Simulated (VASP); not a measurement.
# CoO (I4/mmm) in VASP: further runs, part 2 of 2

VASP 6.6.1. The steps go on from the part before.

### 3 Single point, PBE+U, collinear spin, ferromagnetic start

Contents of INCAR:

```
PREC = Accurate ; ENCUT = 520
EDIFF = 1E-7 ; ISMEAR = 0
SIGMA = 0.05 ; LREAL = F
LASPH = T ; NELM = 150
ALGO = Normal ; ISIF = 2
LWAVE = F ; LCHARG = T
ISPIN = 2 ; MAGMOM = 2.77 2.77 0.02 0.02
LORBIT = 11 ; NUPDOWN = 5.4
LMAXMIX = 4 ; LDAU = T
LDAUTYPE = 2 ; LDAUL = 2 -1
LDAUU = 8 0 ; LDAUJ = 0 0
LDAUPRINT = 1 ; GGA = PE
LELF = T ; LVHAR = T
NBANDS = 27
```

Contents of KPOINTS:

```
Automatic mesh
0
Gamma
  8 8 8
```

Contents of POSCAR:

```
CoO
1.0
   -1.5080004400      1.5080004400      2.1072503600
    1.5080004400     -1.5080004400      2.1072503600
    3.0160008800      3.0160008800     -4.2145007200
Co O
2 2
Direct
    0.0000000000      0.0000000000      0.0000000000
    0.0000000000      0.0000000000      0.5000000000
    0.5000000000      0.5000000000      0.0000000000
    0.5000000000      0.5000000000      0.5000000000
```

Potentials or basis: VASP PAW PBE potentials, release 64 (Co, O).

Run with:

```bash
$ cat potpaw_PBE.64/Co/POTCAR potpaw_PBE.64/O/POTCAR > POTCAR
$ mpirun -np 1 vasp_std > vasp.out
```

OUTCAR:

```text
PREC = Accurate
   ENCUT = 520
   EDIFF = 1E-7
   ISMEAR = 0
   LREAL = F
   LASPH = T
   NELM = 150
   ISIF = 2
   ISPIN = 2
   LORBIT = 11
   NUPDOWN = 5.4
   GGA = PE

 ion  position               nearest neighbor table
   1  0.000  0.000  0.000-   3 2.11   3 2.11   3 2.13   3 2.13   4 2.13   4 2.13   2 3.00   2 3.00
                             2 3.00   2 3.00   2 3.02   2 3.02   2 3.02   2 3.02
   2  0.000  0.000  0.500-   4 2.11   4 2.11   4 2.13   4 2.13   3 2.13   3 2.13   1 3.00   1 3.00
                             1 3.00   1 3.00   1 3.02   1 3.02   1 3.02   1 3.02
   3  0.500  0.500  0.000-   1 2.11   1 2.11   1 2.13   1 2.13   2 2.13   2 2.13
   4  0.500  0.500  0.500-   2 2.11   2 2.11   2 2.13   2 2.13   1 2.13   1 2.13

  LATTYP: Found a base centered orthorhombic cell.
 ALAT       =     4.2145007200
 B/A-ratio  =     1.0120461787
 C/A-ratio  =     1.0120461787

  Lattice vectors:

[... 1752 lines left out ...]

  FORCE on cell =-STRESS in cart. coord.  units (eV):
  Direction    XX          YY          ZZ          XY          YZ          ZX
  --------------------------------------------------------------------------------------
  -------------------------------------------------------------------------------------
  Total        0.5157573      0.5157573      0.2030997     -0.8639890      0.0000000      0.0000000
  in kB       21.5549423     21.5549423      8.4881052    -36.1085231      0.0000000      0.0000000
  external PRESSURE =      17.1993300 kB  Pullay stress =       0.0000000 kB

 VOLUME and BASIS-vectors are now :
 -----------------------------------------------------------------------------
  energy-cutoff  :      520.00
  volume of cell :       38.34
      direct lattice vectors                 reciprocal lattice vectors
    -1.508000440  1.508000440  2.107250360     0.000000000  0.331564890  0.237276030
     1.508000440 -1.508000440  2.107250360     0.331564890  0.000000000  0.237276030
     3.016000880  3.016000880 -4.214500720     0.165782445  0.165782445  0.000000000

 POSITION                                       TOTAL-FORCE (eV/Angst)
 -----------------------------------------------------------------------------------
      0.00000      0.00000      0.00000        -0.000000     -0.000000      0.000000
      1.50800      1.50800     -2.10725        -0.000000     -0.000000     -0.000000
      0.00000      0.00000      2.10725         0.000000      0.000000     -0.000000
      1.50800      1.50800      0.00000         0.000000      0.000000      0.000000
 -----------------------------------------------------------------------------------
    total drift:                               -0.000000      0.000000      0.000000

  FREE ENERGIE OF THE ION-ELECTRON SYSTEM (eV)
  ---------------------------------------------------
  free  energy   TOTEN  =       -21.4562726882 eV

  energy  without entropy=      -21.4547018632  energy(sigma->0) =      -21.45548728

 total charge

# of ion       s       p       d       tot
------------------------------------------
    1        0.302   0.371   7.230   7.904
    2        0.302   0.371   7.230   7.904
    3        1.553   3.459   0.000   5.011
    4        1.553   3.459   0.000   5.011
--------------------------------------------------
tot          3.710   7.660  14.460  25.831

 magnetization (x)

# of ion       s       p       d       tot
------------------------------------------
    1        0.022   0.019   2.697   2.738
    2        0.022   0.019   2.697   2.738
    3        0.012  -0.017   0.000  -0.006
    4        0.012  -0.017   0.000  -0.006
--------------------------------------------------
tot          0.067   0.004   5.394   5.464
```

OSZICAR:

```text
N       E                     dE             d eps       ncg     rms          rms(c)
DAV:   1     0.255828106368E+03    0.25583E+03   -0.13743E+04 11620   0.136E+03
DAV:   2     0.735926703783E+01   -0.24847E+03   -0.22689E+03 11757   0.321E+02
DAV:   3    -0.185604889020E+02   -0.25920E+02   -0.25096E+02 12509   0.117E+02
[... 12 lines left out ...]
DAV:  16    -0.214562291226E+02   -0.34276E-03   -0.37324E-04 13408   0.187E-01    0.293E-02
DAV:  17    -0.214562669120E+02   -0.37789E-04   -0.77819E-05 14196   0.760E-02    0.159E-02
DAV:  18    -0.214562710345E+02   -0.41225E-05   -0.13423E-05 13156   0.415E-02    0.775E-03
DAV:  19    -0.214562722806E+02   -0.12461E-05   -0.15094E-06 13991   0.173E-02    0.294E-03
DAV:  20    -0.214562726247E+02   -0.34412E-06   -0.47342E-07 11574   0.801E-03    0.151E-03
DAV:  21    -0.214562726882E+02   -0.63529E-07   -0.10957E-07  8007   0.407E-03
   1 F= -.21456273E+02 E0= -.21455487E+02  d E =-.157082E-02  mag=     5.4000
```

It took 5.7 min on 1 thread of Intel Xeon 8259CL, shared host; peak memory 0.3 GiB.

Results:

```yaml
Free_energy: -21.4563 eV
Pressure: 1.7 GPa
Net_moment: 5.40 μB per cell
Site_moments: Co +2.74; O -0.01 μB
Valence_electrons_inside_the_program's_atomic_spheres: Co 7.90; O 5.01
```

Eigenvalues of the final occupation matrices:
| site | spin | trace | eigenvalues |
| --- | --- | --- | --- |
| site 1 d | 1 | 4.98 | 0.98 0.98 0.98 1.00 1.03 |
| site 1 d | 2 | 2.28 | 0.08 0.09 0.15 0.98 0.98 |
| site 2 d | 1 | 4.98 | 0.98 0.98 0.98 1.00 1.03 |
| site 2 d | 2 | 2.28 | 0.08 0.09 0.15 0.98 0.98 |

Caveat: the total moment is fixed, so each spin has its own Fermi level. The state reached can hang on the start; a lower one may exist.
